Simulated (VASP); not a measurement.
BaTlBr3: single point with HSE06

Crystal: BaTlBr3.

```
Tl Ba Br
1.0
     6.54086    0.00000    0.00000
     0.00000    6.54086    0.00000
     0.00000    0.00000    6.54086
Tl Ba Br
1 1 3
Direct
  0.00000 0.00000 0.00000
  0.50000 0.50000 0.50000
  0.50000 0.50000 0.00000
  0.50000 0.00000 0.50000
  0.00000 0.50000 0.50000
```

This cell differs from its parent crystal: strain +5.0%.

```yaml
Program: VASP 6.6.1
Task: single point
Functional: HSE06
Potentials_or_basis: VASP PAW PBE potentials, release 64 (Tl_d, Ba_sv, Br)
Cutoff: 520 eV
k_mesh: 2 × 2 × 2
Occupations: gaussian, width 0.01 eV
Spin: no spin polarisation
Dipole_correction: no
Grid_for_exact_exchange_PRECFOCK: Fast
Further_INCAR_settings: ALGO = Normal; EDIFF = 1e-07; NBANDS = 30
Share_of_exact_exchange: 0.25
Screening_parameter: 0.2079 1/Å
```

```
Pressure               : -1.2 GPa
Band gap on the k mesh : 3.89 eV (least direct gap 4.12 eV)
```

Levels at points of the mesh, in eV from the valence-band top:
| k point | band 19 | band 20 | band 21 | band 22 | band 23 | band 24 | band 25 | band 26 |
| --- | --- | --- | --- | --- | --- | --- | --- | --- |
| (0.00, 0.00, 0.00) | -0.29 | -0.22 | -0.22 | -0.22 | 4.73 | 4.73 | 4.73 | 6.06 |
| (0.50, 0.00, 0.00) | -0.42 | -0.33 | -0.23 | -0.23 | 3.89 | 4.54 | 4.54 | 6.24 |
| (0.50, 0.50, 0.00) | -0.47 | -0.46 | -0.46 | 0.00 | 4.29 | 4.29 | 4.38 | 7.02 |
| (0.50, 0.50, 0.50) | -0.97 | 0.00 | 0.00 | 0.00 | 4.62 | 4.62 | 4.62 | 7.73 |

Run time: 3.4 min on 1 thread of Intel(R) Xeon(R) 6975P-C (Granite Rapids), with other jobs on the host, peak memory 0.48 GiB.

Caveat: the k points lie up to 0.48 Å⁻¹ apart; the cell differs from its parent crystal (strain +5.0%); the PAW data sets were made with another functional, which shifts forces and pressure a little; spin-orbit coupling is left out, which moves the levels of the heavy elements. A k mesh can miss the band edges.
